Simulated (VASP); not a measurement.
# AlP in VASP: a series of runs, part 2 of 2

VASP 6.6.1.

**3. Single point, PBEsol**

The input, INCAR:

```
PREC = Accurate ; ENCUT = 520
EDIFF = 1E-6 ; ISMEAR = 0
SIGMA = 0.05 ; LREAL = Auto
LASPH = True ; NELM = 80
ALGO = Normal ; ISIF = 2
LWAVE = False ; LCHARG = True
LDIPOL = True ; IDIPOL = 3
DIPOL = 0.5 0.5 0.500 ; GGA = PS
LELF = True ; LVHAR = True
LVACPOTAV = True ; NBANDS = 56
```

The input, KPOINTS:

```
Automatic mesh
0
Gamma
  6 5 1
```

The input, POSCAR:

```
AlP
1.0
    5.4703454814      0.0000000000      0.0000000000
   -2.7351727407      6.1160321784      0.0000000000
    0.0000000000      0.0000000000     26.6204611390
P Al
10 10
Direct
    0.0326636817      0.8238603799      0.2891459658
    0.8273839319      0.0492024671      0.3234202355
    0.4674320098      0.4886031355      0.3705608881
    0.1986090041      0.8890927818      0.4228761426
    0.8843437812      0.2916492774      0.4635644747
    0.5891603893      0.6906224929      0.5110130313
    0.2953037519      0.0957224408      0.5601593896
   -0.0097460853      0.4945593350      0.6009215336
    0.6958401343      0.8977956882      0.6518478085
    0.4092497882      0.3101438663      0.7026984001
    0.8085269160      0.4595413329      0.3204187466
    0.3759769071      0.8123681206      0.3478914562
    0.0857733658      0.1759176355      0.3974005844
    0.7816937494      0.5933479712      0.4408186445
    0.4926730982     -0.0058739969      0.4916162172
    0.1875978198      0.3881868586      0.5331795777
    0.8860271575      0.7945008562      0.5802408769
    0.5962037474      0.2120258179      0.6313797754
    0.2866542051      0.5933036670      0.6703783700
    0.1086326465     -0.0545701281      0.6904678812
```

Potentials or basis: VASP PAW PBE potentials, release 64 (P, Al).

Command:

```console
cat potpaw_PBE.64/P/POTCAR potpaw_PBE.64/Al/POTCAR > POTCAR
mpirun -np 1 vasp_std > vasp.out
```

OUTCAR:

```text
PREC = Accurate
   ENCUT = 520
   EDIFF = 1E-6
   ISMEAR = 0
   LREAL = Auto
   LASPH = True
   NELM = 80
   ISIF = 2
   GGA = PS

 ion  position               nearest neighbor table
   1  0.033  0.824  0.289-  11 2.39   2 2.40  12 2.47
   2  0.827  0.049  0.323-  13 2.37   1 2.40  12 2.42  11 2.79
   3  0.467  0.489  0.371-  11 2.37  13 2.38  14 2.44  12 2.49
   4  0.199  0.889  0.423-  13 2.35  15 2.35  12 2.37  14 2.38
   5  0.884  0.292  0.464-  13 2.37  15 2.37  14 2.39  16 2.39
   6  0.589  0.691  0.511-  15 2.36  14 2.36  17 2.37  16 2.38
   7  0.295  0.096  0.560-  15 2.36  16 2.38  17 2.38  18 2.42
   8  0.990  0.495  0.601-  16 2.36  18 2.36  17 2.37  19 2.37
   9  0.696  0.898  0.652-  20 2.38  19 2.38  17 2.40  18 2.44
  10  0.409  0.310  0.703-  20 2.35  18 2.37  19 2.41
  11  0.809  0.460  0.320-   3 2.37   1 2.39   2 2.79  12 3.13  14 3.35
  12  0.376  0.812  0.348-   4 2.37   2 2.42   1 2.47   3 2.49  11 3.13
  13  0.086  0.176  0.397-   4 2.35   5 2.37   2 2.37   3 2.38
  14  0.782  0.593  0.441-   6 2.36   4 2.38   5 2.39   3 2.44  11 3.35
  15  0.493  0.994  0.492-   4 2.35   6 2.36   7 2.36   5 2.37
  16  0.188  0.388  0.533-   8 2.36   7 2.38   6 2.38   5 2.39
  17  0.886  0.795  0.580-   6 2.37   8 2.37   7 2.38   9 2.40  20 3.18
  18  0.596  0.212  0.631-   8 2.36  10 2.37   7 2.42   9 2.44  20 2.98
  19  0.287  0.593  0.670-   8 2.37   9 2.38  10 2.41  20 2.95
  20  0.109  0.945  0.690-  10 2.35   9 2.38  19 2.95  18 2.98  17 3.18

  LATTYP: Found a base centered orthorhombic cell.
 ALAT       =     5.4703454814
 B/A-ratio  =     2.2360679775
 C/A-ratio  =     4.8663217396

  Lattice vectors:

 A1 = (   2.7351727407,  -6.1160321784,   0.0000000000)
 A2 = (   2.7351727407,   6.1160321784,   0.0000000000)
 A3 = (   0.0000000000,   0.0000000000,  26.6204611390)

Analysis of symmetry for initial positions (statically):
=====================================================================
 Subroutine PRICEL returns:
 Original cell was already a primitive cell.

 Routine SETGRP: Setting up the symmetry group for a
 base centered orthorhombic supercell.

 Subroutine GETGRP returns: Found  1 space group operations
[... 197 lines left out ...]
 non-spin polarized calculation
 Gauss-broadening in eV      SIGMA  =   0.05
  energy-cutoff  :      520.00
  volume of cell :      890.64
 maximum number of plane-waves:     24033
 NGX is ok and might be reduce to    42
   NGX = 21   NGY = 25   NGZ = 99

 dipolmoment           0.000000      0.000000     -0.877358 electrons x Angstroem

 number of electron      80.0000003 magnetization

 dipolmoment           0.000000      0.000000      0.027221 electrons x Angstroem

 Free energy of the ion-electron system (eV)
  ---------------------------------------------------
  ext. energy  EPLUGINS =         0.00000000
  ---------------------------------------------------
  free energy    TOTEN  =      -103.46797014 eV

  energy without entropy =     -103.46136682  energy(sigma->0) =     -103.46466848

 E-fermi :  -0.4102     XC(G=0):  -4.8611

 val. band max:       -0.4258054216   @ k =   0.5000   0.0000   0.0000
 cond. band min:      -0.4004863937   @ k =   0.3333   0.0000   0.0000
 fundamental gap:      0.0253190279
 Fermi energy:        -0.4102168677

 k-point     1 :       0.0000    0.0000    0.0000
  band No.  band energies     occupation
      1     -12.3380      2.00000
      2     -11.9108      2.00000
      3     -11.3004      2.00000
      4     -10.6074      2.00000
      5     -10.3178      2.00000
      6     -10.1853      2.00000
[... 869 lines left out ...]
     51       2.7230      0.00000
     52       2.9191      0.00000
 [bands above 52 left out]

------------------------ aborting loop because EDIFF is reached ----------------------------------------

  FORCE on cell =-STRESS in cart. coord.  units (eV):
  Direction    XX          YY          ZZ          XY          YZ          ZX
  --------------------------------------------------------------------------------------
  -------------------------------------------------------------------------------------
  Total       -9.2291424    -11.3857309      0.0048785      7.1682907     -0.0179346      0.0068663
  in kB      -16.6024370    -20.4819550      0.0087760     12.8951412     -0.0322628      0.0123519
  external PRESSURE =     -12.3585387 kB  Pullay stress =       0.0000000 kB

 VOLUME and BASIS-vectors are now :
 -----------------------------------------------------------------------------
  energy-cutoff  :      520.00
  volume of cell :      890.64
      direct lattice vectors                 reciprocal lattice vectors
     5.470345481  0.000000000  0.000000000     0.182803811  0.081752349  0.000000000
    -2.735172741  6.116032178  0.000000000     0.000000000  0.163504699  0.000000000
     0.000000000  0.000000000 26.620461139     0.000000000  0.000000000  0.037565089

 POSITION                                       TOTAL-FORCE (eV/Angst)
 -----------------------------------------------------------------------------------
     -2.07472      5.03876      7.69720        -0.006835      0.004438     -0.002117
      4.39150      0.30092      8.60960         0.005990      0.001441     -0.007619
      1.22060      2.98831      9.86450        -0.005563      0.004528      0.000123
     -1.34536      5.43772     11.25716         0.002767     -0.003747     -0.000505
      4.03995      1.78374     12.34030         0.003944      0.003222      0.001337
      1.33394      4.22387     13.60340        -0.001488     -0.001762     -0.003001
[... 12 lines left out ...]
     -0.05469      3.62866     17.84578         0.000483     -0.002867      0.001432
     -1.99166      5.78228     18.38057         0.001693     -0.005144     -0.004103
 -----------------------------------------------------------------------------------
    total drift:                                0.006006      0.008608     -0.017127

  FREE ENERGIE OF THE ION-ELECTRON SYSTEM (eV)
  ---------------------------------------------------
  free  energy   TOTEN  =      -103.4679701443 eV

  energy  without entropy=     -103.4613668175  energy(sigma->0) =     -103.46466848

 vacuum level on the upper side and lower side of the slab         4.715         4.568
```

OSZICAR:

```text
N       E                     dE             d eps       ncg     rms          rms(c)
DAV:   1     0.396085221892E+03    0.39609E+03   -0.26383E+04  1792   0.106E+03
DAV:   2    -0.521062291931E+02   -0.44819E+03   -0.42811E+03  2424   0.186E+02
DAV:   3    -0.104897987652E+03   -0.52792E+02   -0.51961E+02  2192   0.627E+01
[... 24 lines left out ...]
DAV:  28    -0.103467961529E+03   -0.69926E-05   -0.23542E-07  1536   0.188E-03    0.793E-04
DAV:  29    -0.103467963175E+03   -0.16464E-05   -0.85472E-08  1288   0.939E-04    0.671E-04
DAV:  30    -0.103467965918E+03   -0.27424E-05   -0.61379E-08  1432   0.619E-04    0.493E-04
DAV:  31    -0.103467969538E+03   -0.36207E-05   -0.12560E-07  1432   0.748E-04    0.353E-04
DAV:  32    -0.103467970144E+03   -0.60594E-06   -0.36224E-08  1320   0.438E-04
   1 F= -.10346797E+03 E0= -.10346467E+03  d E =-.660333E-02
```

Run time: 34 min. Hardware: 1 thread of Intel Xeon Platinum 8488C (Sapphire Rapids), shared host; peak memory 1.1 GiB.

Results:

```yaml
Free_energy: -103.4680 eV
Largest_force: 0.014 eV/Å
Band_gap_on_the_k_mesh: zero (band 40 reaches -0.33 eV, above the bottom of band 41 at -0.48 eV)
```

Forces in eV/Å, atoms in the order of the input:
```
P   -0.007  0.004 -0.002
P    0.006  0.001 -0.008
P   -0.006  0.005  0.000
P    0.003 -0.004 -0.001
P    0.004  0.003  0.001
P   -0.001 -0.002 -0.003
P   -0.002  0.001  0.002
P   -0.004 -0.001  0.003
P    0.000 -0.002  0.003
P    0.005  0.008  0.010
Al   0.004 -0.004 -0.001
Al   0.002 -0.002  0.004
Al  -0.004  0.002  0.004
Al  -0.001 -0.003  0.000
Al   0.001  0.002 -0.005
Al   0.000 -0.005 -0.004
Al  -0.003 -0.001  0.001
Al   0.001  0.005 -0.003
Al   0.000 -0.003  0.001
Al   0.002 -0.005 -0.004
```

Caveat: the PAW data sets were made with another functional, which shifts forces and pressure a little.
